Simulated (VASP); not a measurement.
# C (P6/mmm) in VASP: further runs, part 2 of 2

VASP 6.6.1. Earlier steps stand in the parts before.

### 4 Relaxation of cell and atoms, BLYP

This run uses another cell than the first one, of 6.62 Å³/atom, 0.377 times its volume.

File INCAR:

```
AGGAC = 1.0 ; AGGAX = 1.0
ALDAC = 0.0 ; ALDAX = 1.0
ALGO = Normal ; EDIFF = 1E-7
EDIFFG = -0.01 ; ENCUT = 600
GGA = B5 ; IBRION = 2
ISIF = 3 ; ISMEAR = -1
LASPH = T ; LCHARG = F
LREAL = F ; LWAVE = F
NELM = 80 ; NSW = 80
PREC = Accurate ; SIGMA = 0.1
```

File KPOINTS:

```
k-points
0
Gamma
  11 11 15
```

File POSCAR:

```
C
1.0
    3.3438265309      0.0000000000      0.0000000000
   -1.6719132655      2.8958387216      0.0000000000
    0.0000000000      0.0000000000      2.0497656634
C
3
Direct
    0.0000000000      0.0000000000      0.0000000000
    0.3333333333      0.6666666667      0.5000000000
    0.6666666667      0.3333333333      0.5000000000
```

Potentials or basis: VASP PAW PBE potentials, release 64 (C).

Command:

```console
$ cat potpaw_PBE.64/C/POTCAR > POTCAR
$ mpirun -np 1 vasp_std > vasp.out
```

OUTCAR:

```text
EDIFF = 1E-7
   EDIFFG = -0.01
   ENCUT = 600
   GGA = B5
   IBRION = 2
   ISIF = 3
   ISMEAR = -1
   LASPH = T
   LREAL = F
   NELM = 80
   NSW = 80
   PREC = Accurate

 ion  position               nearest neighbor table
   1  0.000  0.000  0.000-
   2  0.333  0.667  0.500-   3 1.93   3 1.93   3 1.93
   3  0.667  0.333  0.500-   2 1.93   2 1.93   2 1.93

  LATTYP: Found a hexagonal cell.
 ALAT       =     3.3438265309
 C/A-ratio  =     0.6130000000

  Lattice vectors:

 A1 = (   3.3438265309,   0.0000000000,   0.0000000000)
 A2 = (  -1.6719132655,   2.8958387216,   0.0000000000)
 A3 = (   0.0000000000,   0.0000000000,   2.0497656634)

Analysis of symmetry for initial positions (statically):
=====================================================================
 Subroutine PRICEL returns:
 Original cell was already a primitive cell.

 Routine SETGRP: Setting up the symmetry group for a
 hexagonal supercell.

 Subroutine GETGRP returns: Found 24 space group operations
 (whereof 24 operations were pure point group operations)
 out of a pool of 24 trial point group operations.

The static configuration has the point symmetry D_6h.

Analysis of symmetry for dynamics (positions and initial velocities):
=====================================================================
 Subroutine PRICEL returns:
 Original cell was already a primitive cell.

 Routine SETGRP: Setting up the symmetry group for a
 hexagonal supercell.

 Subroutine GETGRP returns: Found 24 space group operations
 (whereof 24 operations were pure point group operations)
 out of a pool of 24 trial point group operations.

The dynamic configuration has the point symmetry D_6h.

 Subroutine INISYM returns: Found 24 space group operations
 (whereof 24 operations are pure point group operations),
 and found     1 'primitive' translations

----------------------------------------------------------------------------------------

                                     Primitive cell

  volume of cell :      19.8483

  direct lattice vectors                    reciprocal lattice vectors
[... 140 lines left out ...]
------------------------ aborting loop because EDIFF is reached ----------------------------------------

  FORCE on cell =-STRESS in cart. coord.  units (eV):
  Direction    XX          YY          ZZ          XY          YZ          ZX
  --------------------------------------------------------------------------------------
  -------------------------------------------------------------------------------------
  Total        3.0422201      3.0422201      0.7022983     -0.0000000      0.0000000      0.0000000
  in kB      245.5720209    245.5720209     56.6904442     -0.0000000      0.0000000      0.0000000
  external PRESSURE =     182.6114954 kB  Pullay stress =       0.0000000 kB
[... 92 lines left out ...]
  FREE ENERGIE OF THE ION-ELECTRON SYSTEM (eV)
  ---------------------------------------------------
  free  energy   TOTEN  =       -12.4569635675 eV

  energy  without entropy=      -12.4188881218  energy(sigma->0) =      -12.43792584

 E-fermi :   4.2474     XC(G=0): -10.1204

 val. band max:        4.2449355528   @ k =   0.0909   0.0000   0.2667
 cond. band min:       4.2594812291   @ k =   0.3636  -0.0000   0.2000
 fundamental gap:      0.0145456762
 Fermi energy:         4.2474204445

 k-point     1 :       0.0000    0.0000    0.0000
  band No.  band energies     occupation
      1     -13.4383      2.00000
      2     -11.4319      2.00000
      3     -11.4304      2.00000
      4      -2.2664      2.00000
      5      -2.2664      2.00000
      6      -2.2643      2.00000
      7      -2.2643      2.00000
      8       1.4589      2.00000
      9       1.4589      2.00000
     10      12.8577      0.00000
[... 287 lines left out ...]
 k-point    24 :       0.1818    0.0909    0.0667
  band No.  band energies     occupation
      1     -12.9395      2.00000
      2     -11.4515      2.00000
      3     -11.3822      2.00000
      4      -2.6792      2.00000
      5      -2.4151      2.00000
      6      -0.5465      2.00000
      7      -0.3859      2.00000
      8       0.8192      2.00000
      9       1.6191      2.00000
     10      14.1002      0.00000

 [... further k-points ...]

[... ionic steps 4 to 15 ...]

--------------------------------------- Ionic step       16  -------------------------------------------

 number of electron      12.0000000 magnetization

------------------------ aborting loop because EDIFF is reached ----------------------------------------
[... 69 lines left out ...]
--------------------------------------- Ionic step       18  -------------------------------------------

 number of electron      12.0000000 magnetization

 Free energy of the ion-electron system (eV)
  ---------------------------------------------------
  ext. energy  EPLUGINS =         0.00000000
  ---------------------------------------------------
  free energy    TOTEN  =       -22.01117802 eV

  energy without entropy =      -21.99153649  energy(sigma->0) =      -22.00135725

 E-fermi :   3.8330     XC(G=0):  -9.9213

 val. band max:        3.7887356656   @ k =   0.0909   0.0909   0.2000
 cond. band min:       3.8851162642   @ k =   0.2727   0.0909   0.2000
 fundamental gap:      0.0963805987
 Fermi energy:         3.8329591835

 k-point     1 :       0.0000    0.0000    0.0000
  band No.  band energies     occupation
      1     -13.6655      2.00000
      2     -11.9019      2.00000
      3     -11.9001      2.00000
      4      -2.5376      2.00000
      5      -2.5376      2.00000
      6      -2.5350      2.00000
      7      -2.5350      2.00000
      8       0.8707      2.00000
      9       0.8707      2.00000
     10      11.9927      0.00000
[... 329 lines left out ...]
  FREE ENERGIE OF THE ION-ELECTRON SYSTEM (eV)
  ---------------------------------------------------
  free  energy   TOTEN  =       -22.0111780164 eV

  energy  without entropy=      -21.9915364886  energy(sigma->0) =      -22.00135725

 reached required accuracy - stopping structural energy minimisation
```

Wall time 5.3 min (1 thread of AMD EPYC 9R14 (Zen 4), shared host); peak memory 0.12 GiB.

What came out:

- Free energy: -22.0112 eV
- Relaxed volume: 9.29 Å³/atom
- Relaxed cell: a = 5.017 Å, b = 5.017 Å, c = 1.279 Å, α = 90.00°, β = 90.00°, γ = 120.00°
- Space group after relaxing (to 0.05 Å): P6/mmm (No. 191)
- Energy gained by relaxing: 3255.9 meV/atom
- Ionic steps: 18
- Pressure after relaxing: 0.0 GPa
- Band gap on the k mesh: zero (band 6 reaches 13.57 eV, above the bottom of band 7 at -2.54 eV)

Step by step:
| step | energy change (eV) | largest force (eV/Å) | pressure (GPa) | volume (Å³) |
| --- | --- | --- | --- | --- |
| 1 | 0.0000 | 0.0000 | 18.26 | 19.85 |
| 2 | -0.1954 | 0.0000 | 0.05 | 22.08 |
| 3 | -0.2135 | 0.0000 | -6.75 | 23.27 |
| 4 | -0.4276 | 0.0000 | -12.32 | 23.89 |
| 5 | -1.8544 | 0.0000 | -23.84 | 25.02 |
| 6 | -2.2270 | 0.0000 | 213.52 | 23.04 |
| 7 | -2.6886 | 0.0000 | -29.50 | 25.11 |
| 8 | -8.9585 | 0.0000 | -7.97 | 24.69 |
| 9 | -8.8927 | 0.0000 | 68.20 | 24.03 |
| 10 | -9.5071 | 0.0000 | 25.84 | 24.38 |
| 11 | -9.4573 | 0.0000 | 35.83 | 24.29 |
| 12 | -9.3869 | 0.0000 | -20.05 | 27.35 |
| 13 | -9.6319 | 0.0000 | 6.89 | 25.64 |
| 14 | -9.7400 | 0.0000 | 2.11 | 26.89 |
| 15 | -9.7654 | 0.0000 | -2.11 | 28.24 |
| 16 | -9.7671 | 0.0000 | -1.30 | 27.96 |
| 17 | -9.7659 | 0.0000 | 2.34 | 27.74 |
| 18 | -9.7677 | 0.0000 | -0.01 | 27.88 |

Final structure:
```
CELL_PARAMETERS angstrom
5.01694 0.00000 0.00000
-2.50847 4.34480 0.00000
0.00000 0.00000 1.27909
ATOMIC_POSITIONS crystal
C 0.00000 0.00000 0.00000
C 0.33333 0.66667 0.50000
C 0.66667 0.33333 0.50000
```

Caveat: the volume moved by over 15 % at a fixed basis, so the end points are rough; the PAW data sets were made with another functional, which shifts forces and pressure a little.

### 5 The runs side by side

| task | cell | k mesh | cutoff (eV) | gap on the mesh (eV) | pressure (GPa) |
| --- | --- | --- | --- | --- | --- |
| single point | a = 6.833, b = 6.833, c = 1.301 Å, angles 90.0, 90.0, 120.0°, 3 atoms | 6 × 6 × 27 | 520 | none | -5.2 |
| single point | a = 6.744, b = 6.744, c = 1.284 Å, angles 90.0, 90.0, 120.0°, 3 atoms | 11 × 11 × 15 | 520 | none | -0.3 |
| relaxation of cell and atoms | relaxed from a = 3.344, b = 3.344, c = 2.050 Å, angles 90.0, 90.0, 120.0°, 3 atoms | 11 × 11 × 15 | 600 | none | 0.0 |

Alike in all rows: level BLYP; potentials or basis VASP PAW PBE potentials, release 64 (C); no spin polarisation; smearing fermi-dirac 0.1 eV.

Caveats: the PAW data sets were made with another functional, which shifts forces and pressure a little; the volume moved by over 15 % at a fixed basis, so the end points are rough (some runs).

Total energies depend on the potentials used, so only differences within one code and one set of settings carry meaning.
